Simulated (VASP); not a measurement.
A run of VASP 6.6.1 is set up as follows.

File INCAR:

```
  PREC = Accurate
  ENCUT = 520
  EDIFF = 1E-6
  ISMEAR = 0
  SIGMA = 0.02
  LREAL = F
  LASPH = T
  NELM = 100
  ALGO = Normal
  ISIF = 2
  LWAVE = F
  LCHARG = T
  GGA = PE
  LELF = T
  LVHAR = T
  NBANDS = 26
```

KPOINTS

```
regular mesh
0
Gamma
  12 12 4
```

Contents of POSCAR:

```
ZnS
1.0
    3.8440669304      0.0000000000      0.0000000000
   -1.9220334652      3.3290596156      0.0000000000
    0.0000000000      0.0000000000      6.3046430532
Zn S
2 2
Direct
    0.3333333333      0.6666666667      0.0002666736
    0.6666666667      0.3333333333      0.5002666736
    0.3333333333      0.6666666667      0.3747333264
    0.6666666667      0.3333333333      0.8747333264
```

Potentials or basis: VASP PAW PBE potentials, release 64 (Zn, S).

Launch:

```sh
$ cat potpaw_PBE.64/Zn/POTCAR potpaw_PBE.64/S/POTCAR > POTCAR
$ mpirun -np 1 vasp_std > vasp.out
```

Question: What does it give for the pressure?

Answer: 0.2 GPa.

Question: What does it give for the band gap on the k mesh?

Answer: 2.08 eV, direct.

A k mesh can miss the band edges.
